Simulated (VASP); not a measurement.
# PPb2 (Fm-3m) in VASP: notebook, part 3 of 3

VASP 6.6.1. Earlier steps stand in the parts before.

## 6. Relaxation of cell and atoms, PBE

The input, INCAR:

```
  PREC = Accurate
  ENCUT = 600
  EDIFF = 1E-7
  ISMEAR = 0
  SIGMA = 0.1
  LREAL = False
  LASPH = True
  NELM = 60
  ALGO = Normal
  ISIF = 3
  LWAVE = False
  LCHARG = False
  GGA = PE
  IBRION = 2
  NSW = 100
  EDIFFG = -0.01
```

The input, KPOINTS:

```
Automatic mesh
0
Gamma
  12 12 12
```

The input, POSCAR:

```
PPb2
1.0
    0.0000000000      3.5560671097      3.5560671097
    3.5560671097      0.0000000000      3.5560671097
    3.5560671097      3.5560671097      0.0000000000
P Pb
1 2
Direct
    0.0000000000      0.0000000000      0.0000000000
    0.2500000000      0.2500000000      0.2500000000
    0.7500000000      0.7500000000      0.7500000000
```

Potentials or basis: VASP PAW PBE potentials, release 64 (P, Pb_d).

On the command line:

```console
cat potpaw_PBE.64/P/POTCAR potpaw_PBE.64/Pb_d/POTCAR > POTCAR
mpirun -np 1 vasp_std > vasp.out
```

OUTCAR:

```text
PREC = Accurate
   ENCUT = 600
   EDIFF = 1E-7
   ISMEAR = 0
   LREAL = False
   LASPH = True
   NELM = 60
   ISIF = 3
   GGA = PE
   IBRION = 2
   NSW = 100
   EDIFFG = -0.01

 ion  position               nearest neighbor table
   1  0.000  0.000  0.000-   2 3.08   3 3.08   3 3.08   3 3.08   3 3.08   2 3.08   2 3.08   2 3.08

   2  0.250  0.250  0.250-   1 3.08   1 3.08   1 3.08   1 3.08   3 3.56   3 3.56   3 3.56   3 3.56
                             3 3.56   3 3.56
   3  0.750  0.750  0.750-   1 3.08   1 3.08   1 3.08   1 3.08   2 3.56   2 3.56   2 3.56   2 3.56
                             2 3.56   2 3.56

  LATTYP: Found a face centered cubic cell.
 ALAT       =     7.1121342194

  Lattice vectors:

 A1 = (   0.0000000000,   3.5560671097,   3.5560671097)
 A2 = (   3.5560671097,   0.0000000000,   3.5560671097)
 A3 = (   3.5560671097,   3.5560671097,   0.0000000000)

Analysis of symmetry for initial positions (statically):
=====================================================================
 Subroutine PRICEL returns:
 Original cell was already a primitive cell.

 Routine SETGRP: Setting up the symmetry group for a
 face centered cubic supercell.

 Subroutine GETGRP returns: Found 48 space group operations
 (whereof 48 operations were pure point group operations)
 out of a pool of 48 trial point group operations.

The static configuration has the point symmetry O_h .

Analysis of symmetry for dynamics (positions and initial velocities):
=====================================================================
 Subroutine PRICEL returns:
 Original cell was already a primitive cell.

 Routine SETGRP: Setting up the symmetry group for a
 face centered cubic supercell.

 Subroutine GETGRP returns: Found 48 space group operations
 (whereof 48 operations were pure point group operations)
 out of a pool of 48 trial point group operations.

The dynamic configuration has the point symmetry O_h .

 Subroutine INISYM returns: Found 48 space group operations
 (whereof 48 operations are pure point group operations),
 and found     1 'primitive' translations

----------------------------------------------------------------------------------------

                                     Primitive cell

  volume of cell :      89.9373

  direct lattice vectors                    reciprocal lattice vectors
     0.000000000  3.556067110  3.556067110    -0.140604771  0.140604771  0.140604771
     3.556067110  0.000000000  3.556067110     0.140604771 -0.140604771  0.140604771
     3.556067110  3.556067110  0.000000000     0.140604771  0.140604771 -0.140604771

  length of vectors
     5.029038335  5.029038335  5.029038335     0.243534606  0.243534606  0.243534606

  position of ions in fractional coordinates (direct lattice)
     0.000000000  0.000000000  0.000000000
     0.250000000  0.250000000  0.250000000
     0.750000000  0.750000000  0.750000000

[... 106 lines left out ...]
   LEPSILON=     F    determine dielectric tensor
   LRPA    =     F    only Hartree local field effects (RPA)
 conjugate gradient relaxation of ions
 non-spin polarized calculation
 Gauss-broadening in eV      SIGMA  =   0.10
  energy-cutoff  :      600.00
  volume of cell :       89.94
 maximum number of plane-waves:      3028
   NGX = 21   NGY = 21   NGZ = 21

--------------------------------------- Ionic step        1  -------------------------------------------

 number of electron      33.0000001 magnetization

 Free energy of the ion-electron system (eV)
  ---------------------------------------------------
  ext. energy  EPLUGINS =         0.00000000
  ---------------------------------------------------
  free energy    TOTEN  =       -11.80219119 eV

  energy without entropy =      -11.78910018  energy(sigma->0) =      -11.79564568

------------------------ aborting loop because EDIFF is reached ----------------------------------------

  FORCE on cell =-STRESS in cart. coord.  units (eV):
  Direction    XX          YY          ZZ          XY          YZ          ZX
  --------------------------------------------------------------------------------------
  -------------------------------------------------------------------------------------
  Total        0.1059924      0.1059924      0.1059924      0.0000000      0.0000000      0.0000000
  in kB        1.8881890      1.8881890      1.8881890      0.0000000      0.0000000      0.0000000
  external PRESSURE =       1.8881890 kB  Pullay stress =       0.0000000 kB

 VOLUME and BASIS-vectors are now :
 -----------------------------------------------------------------------------
  energy-cutoff  :      600.00
  volume of cell :       89.94
      direct lattice vectors                 reciprocal lattice vectors
     0.000000000  3.556067110  3.556067110    -0.140604771  0.140604771  0.140604771
     3.556067110  0.000000000  3.556067110     0.140604771 -0.140604771  0.140604771
     3.556067110  3.556067110  0.000000000     0.140604771  0.140604771 -0.140604771

 POSITION                                       TOTAL-FORCE (eV/Angst)
 -----------------------------------------------------------------------------------
      0.00000      0.00000      0.00000         0.000000      0.000000      0.000000
      1.77803      1.77803      1.77803        -0.000000     -0.000000     -0.000000
      5.33410      5.33410      5.33410         0.000000      0.000000      0.000000
 -----------------------------------------------------------------------------------
    total drift:                                0.000000     -0.000000      0.000000

  FREE ENERGIE OF THE ION-ELECTRON SYSTEM (eV)
  ---------------------------------------------------
  free  energy   TOTEN  =       -11.8021911916 eV

  energy  without entropy=      -11.7891001763  energy(sigma->0) =      -11.79564568

--------------------------------------- Ionic step        2  -------------------------------------------

 number of electron      33.0000001 magnetization

 Free energy of the ion-electron system (eV)
  ---------------------------------------------------
  ext. energy  EPLUGINS =         0.00000000
  ---------------------------------------------------
  free energy    TOTEN  =       -11.80242924 eV

  energy without entropy =      -11.78931283  energy(sigma->0) =      -11.79587103

 E-fermi :   6.0750     XC(G=0):  -9.4251

 val. band max:        6.0727784632   @ k =   0.1667   0.1667   0.0000
 cond. band min:       6.0836241585   @ k =   0.3333   0.0833   0.0000
 fundamental gap:      0.0108456952
 Fermi energy:         6.0750426388

 k-point     1 :       0.0000    0.0000    0.0000
  band No.  band energies     occupation
      1     -11.3819      2.00000
      2     -11.3819      2.00000
      3     -11.2914      2.00000
      4     -11.2914      2.00000
      5     -11.2914      2.00000
      6     -11.1349      2.00000
[... 541 lines left out ...]
     19       7.4411      0.00000
     20       8.7850      0.00000

 [... further k-points ...]

------------------------ aborting loop because EDIFF is reached ----------------------------------------

  FORCE on cell =-STRESS in cart. coord.  units (eV):
  Direction    XX          YY          ZZ          XY          YZ          ZX
  --------------------------------------------------------------------------------------
  -------------------------------------------------------------------------------------
  Total       -0.0121459     -0.0121459     -0.0121459     -0.0000000      0.0000000     -0.0000000
  in kB       -0.2152683     -0.2152683     -0.2152683     -0.0000000      0.0000000     -0.0000000
  external PRESSURE =      -0.2152683 kB  Pullay stress =       0.0000000 kB

 VOLUME and BASIS-vectors are now :
 -----------------------------------------------------------------------------
  energy-cutoff  :      600.00
  volume of cell :       90.40
      direct lattice vectors                 reciprocal lattice vectors
     0.000000000  3.562128254  3.562128254    -0.140365524  0.140365524  0.140365524
     3.562128254  0.000000000  3.562128254     0.140365524 -0.140365524  0.140365524
     3.562128254  3.562128254  0.000000000     0.140365524  0.140365524 -0.140365524

 POSITION                                       TOTAL-FORCE (eV/Angst)
 -----------------------------------------------------------------------------------
      0.00000      0.00000      0.00000        -0.000000      0.000000     -0.000000
      1.78106      1.78106      1.78106        -0.000000      0.000000      0.000000
      5.34319      5.34319      5.34319         0.000000     -0.000000     -0.000000
 -----------------------------------------------------------------------------------
    total drift:                                0.000000     -0.000000      0.000000

  FREE ENERGIE OF THE ION-ELECTRON SYSTEM (eV)
  ---------------------------------------------------
  free  energy   TOTEN  =       -11.8024292394 eV

  energy  without entropy=      -11.7893128305  energy(sigma->0) =      -11.79587103

 reached required accuracy - stopping structural energy minimisation
```

OSZICAR:

```text
N       E                     dE             d eps       ncg     rms          rms(c)
DAV:   1     0.333106517317E+03    0.33311E+03   -0.17118E+04  2880   0.194E+03
DAV:   2     0.170042985139E+02   -0.31610E+03   -0.31066E+03  2904   0.464E+02
DAV:   3    -0.109089450676E+02   -0.27913E+02   -0.26644E+02  3708   0.158E+02
[... 18 lines left out ...]
DAV:   6    -0.118024287363E+02    0.32847E-05   -0.46854E-06  3112   0.251E-02    0.164E-03
DAV:   7    -0.118024284033E+02    0.33302E-06   -0.60260E-07  3296   0.107E-02    0.113E-03
DAV:   8    -0.118024290068E+02   -0.60352E-06   -0.68441E-08  1832   0.193E-03    0.460E-04
DAV:   9    -0.118024292987E+02   -0.29189E-06   -0.37011E-08  1652   0.126E-03    0.111E-04
DAV:  10    -0.118024292394E+02    0.59266E-07   -0.55329E-09  1584   0.827E-04
   2 F= -.11802429E+02 E0= -.11795871E+02  d E =-.238048E-03
```

Wall time 7.8 min (1 thread of Intel Xeon 8259CL, shared host); peak memory 0.34 GiB.

Results:

```yaml
Free_energy: -11.8024 eV
Relaxed_volume: 30.13 Å³/atom
Relaxed_cell: a = 5.038 Å, b = 5.038 Å, c = 5.038 Å, α = 60.00°, β = 60.00°, γ = 60.00°
Space_group_after_relaxing_to_0.1_Å: Fm-3m (No. 225)
Energy_gained_by_relaxing: 0.1 meV/atom
Ionic_steps: 2
Pressure_after_relaxing: 0.0 GPa
Band_gap_on_the_k_mesh: zero (an odd number of electrons rules out a gap without spin polarisation)
```

The path:
```csv
step,energy change (eV),largest force (eV/Å),pressure (GPa),volume (Å³)
1,0.0000,0.0000,0.19,89.94
2,-0.0002,0.0000,-0.02,90.40
```

Final structure:
```
P Pb
1.0
     0.00000    3.56213    3.56213
     3.56213    0.00000    3.56213
     3.56213    3.56213    0.00000
P Pb
1 2
Direct
  0.00000 0.00000 0.00000
  0.25000 0.25000 0.25000
  0.75000 0.75000 0.75000
```

Caveat: spin-orbit coupling is left out, which moves the levels of the heavy elements.

## 7. Overview

```csv
task,cell,k mesh,cutoff (eV),gap on the mesh (eV),pressure (GPa),relaxed volume (Å³/atom)
single point,"a = 5.029 Å, angles 60.0°, 3 atoms",4 × 4 × 4,520,none,0.1,-
single point,"a = 4.781 Å, angles 60.0°, 3 atoms",6 × 6 × 6,520,none,8.5,-
relaxation of cell and atoms,"relaxed from a = 4.781 Å, angles 60.0°, 3 atoms",4 × 4 × 4,600,none,0.0,30.02
single point,"a = 5.038 Å, angles 60.0°, 3 atoms",12 × 12 × 12,520,none,-0.1,-
relaxation of cell and atoms,"relaxed from a = 5.029 Å, angles 60.0°, 3 atoms",12 × 12 × 12,600,none,0.0,30.13
```

Alike in all rows: level PBE; potentials or basis VASP PAW PBE potentials, release 64 (P, Pb_d); no spin polarisation; smearing gaussian 0.1 eV.

Caveats: some runs use coarse meshes; spin-orbit coupling is left out, which moves the levels of the heavy elements; the cell stands under pressure (at least some runs); the volume moved by over 15 % at a fixed basis, so the end points are rough (at least some runs).

Total energies depend on the potentials used, so only differences within one code and one set of settings carry meaning.
